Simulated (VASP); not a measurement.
# MnH2Se2 in VASP: a series of runs, part 2 of 2

VASP 6.6.1.

## 3. Single point, PBE

The input, INCAR:

```
  PREC = Accurate
  ENCUT = 520
  EDIFF = 1E-6
  ISMEAR = -1
  SIGMA = 0.1
  LREAL = F
  LASPH = T
  NELM = 60
  ALGO = Normal
  ISIF = 2
  LWAVE = F
  LCHARG = T
  GGA = PE
  LELF = T
  LVHAR = T
  ISYM = 0
  NBANDS = 22
```

The input, KPOINTS:

```
Automatic mesh
0
Gamma
  5 5 3
  0.5 0.5 0.5
```

The input, POSCAR:

```
MnH2Se2
1.0
    2.0274440000      3.5116330000      0.0000000000
   -2.0274440000      3.5116330000      0.0000000000
    0.0000000000      0.0000000000      5.5895080000
Mn Se H
1 2 2
Direct
    0.0000000000      0.0000000000      0.0000000000
    0.3333000000      0.3334000000      0.2260000000
    0.6667000000      0.6666000000      0.7740000000
    0.3333000000      0.3334000000      0.4460000000
    0.6667000000      0.6666000000      0.5540000000
```

Potentials or basis: VASP PAW PBE potentials, release 64 (Mn_pv, Se, H).

Started as:

```console
$ cat potpaw_PBE.64/Mn_pv/POTCAR potpaw_PBE.64/Se/POTCAR potpaw_PBE.64/H/POTCAR > POTCAR
$ mpirun -np 1 vasp_std > vasp.out
```

OUTCAR:

```text
PREC = Accurate
   ENCUT = 520
   EDIFF = 1E-6
   ISMEAR = -1
   LREAL = F
   LASPH = T
   NELM = 60
   ISIF = 2
   GGA = PE
   ISYM = 0

 ion  position               nearest neighbor table
   1  0.000  0.000  0.000-   3 2.66   2 2.66   3 2.66   2 2.66   3 2.66   2 2.66
   2  0.333  0.333  0.226-   4 1.23   1 2.66   1 2.66   1 2.66
   3  0.667  0.667  0.774-   5 1.23   1 2.66   1 2.66   1 2.66
   4  0.333  0.333  0.446-   2 1.23
   5  0.667  0.667  0.554-   3 1.23

[... 757 lines left out ...]
 [... further k-points ...]
[... 5 lines left out ...]
  --------------------------------------------------------------------------------------
  -------------------------------------------------------------------------------------
  Total       -4.4640900     -4.4640869     21.1736669      0.0000453     -0.0005129      0.0008711
  in kB      -89.8632158    -89.8631542    426.2310589      0.0009124     -0.0103251      0.0175361
  external PRESSURE =      82.1682296 kB  Pullay stress =       0.0000000 kB

 VOLUME and BASIS-vectors are now :
 -----------------------------------------------------------------------------
  energy-cutoff  :      520.00
  volume of cell :       79.59
      direct lattice vectors                 reciprocal lattice vectors
     2.027444000  3.511633000  0.000000000     0.246615936  0.142383899  0.000000000
    -2.027444000  3.511633000  0.000000000    -0.246615936  0.142383899  0.000000000
     0.000000000  0.000000000  5.589508000     0.000000000  0.000000000  0.178906623

 POSITION                                       TOTAL-FORCE (eV/Angst)
 -----------------------------------------------------------------------------------
      0.00000      0.00000      0.00000         0.000000     -0.000000     -0.000000
     -0.00020      2.34121      1.26323         0.000567     -0.000324    -11.018561
      0.00020      4.68206      4.32628        -0.000567      0.000325     11.018558
     -0.00020      2.34121      2.49292         0.000086     -0.000050      9.564147
      0.00020      4.68206      3.09659        -0.000086      0.000050     -9.564144
 -----------------------------------------------------------------------------------
    total drift:                               -0.000000      0.000000      0.000002

  FREE ENERGIE OF THE ION-ELECTRON SYSTEM (eV)
  ---------------------------------------------------
  free  energy   TOTEN  =       -19.4601330673 eV

  energy  without entropy=      -19.2245319782  energy(sigma->0) =      -19.34233252
```

OSZICAR:

```text
N       E                     dE             d eps       ncg     rms          rms(c)
DAV:   1     0.183554705610E+03    0.18355E+03   -0.13724E+04  5600   0.112E+03
DAV:   2    -0.811013799482E+01   -0.19166E+03   -0.18315E+03  5342   0.283E+02
DAV:   3    -0.209871210829E+02   -0.12877E+02   -0.12712E+02  6156   0.763E+01
DAV:   4    -0.211758688014E+02   -0.18875E+00   -0.18854E+00  5514   0.990E+00
DAV:   5    -0.211781067325E+02   -0.22379E-02   -0.22377E-02  6060   0.119E+00    0.137E+01
DAV:   6    -0.238288196016E+02   -0.26507E+01   -0.50421E+01  5730   0.412E+01    0.247E+01
DAV:   7    -0.196530405293E+02    0.41758E+01   -0.53112E+01  5688   0.440E+01    0.602E+00
DAV:   8    -0.194596763079E+02    0.19336E+00   -0.11437E+00  5784   0.732E+00    0.865E-01
DAV:   9    -0.194594767414E+02    0.19957E-03   -0.54315E-02  5502   0.144E+00    0.366E-01
DAV:  10    -0.194598073245E+02   -0.33058E-03   -0.37877E-03  5958   0.355E-01    0.171E-01
DAV:  11    -0.194600587108E+02   -0.25139E-03   -0.76554E-04  5346   0.144E-01    0.398E-02
DAV:  12    -0.194601104806E+02   -0.51770E-04   -0.65186E-05  5862   0.435E-02    0.157E-02
DAV:  13    -0.194601290919E+02   -0.18611E-04   -0.12956E-05  5304   0.207E-02    0.711E-03
DAV:  14    -0.194601329037E+02   -0.38118E-05   -0.69924E-06  5538   0.138E-02    0.242E-03
DAV:  15    -0.194601330673E+02   -0.16360E-06   -0.24074E-07  3852   0.338E-03
   1 F= -.19460133E+02 E0= -.19342333E+02  d E =-.235601E+00
```

Wall time 4.9 min (1 thread of AMD EPYC 7R13, shared host); peak memory 0.29 GiB.

Results:

| Property | Result |
| --- | --- |
| Free energy | -19.4601 eV |
| Pressure | 8.2 GPa |
| Largest force | 11.019 eV/Å |
| Band gap on the k mesh | zero (an odd number of electrons rules out a gap without spin polarisation) |

Forces on the atoms (eV/Å):
```
Mn    0.000   0.000   0.000
Se    0.001   0.000 -11.019
Se   -0.001   0.000  11.019
H     0.000   0.000   9.564
H     0.000   0.000  -9.564
```

Stress tensor (GPa, compression positive):
```
-8.99  0.00  0.00
 0.00 -8.99  0.00
 0.00  0.00 42.62
```

Caveat: the k points lie up to 0.37 Å⁻¹ apart, too coarse for converged energies and pressures of a metal; the run has no spin polarisation, though such a crystal can be magnetic; forces of over 1 eV/Å act on the atoms, so gaps and moduli don't describe the material at rest. With open d or f shells a metallic result of PBE can be an artefact of self-interaction; +U or a hybrid may open a gap.
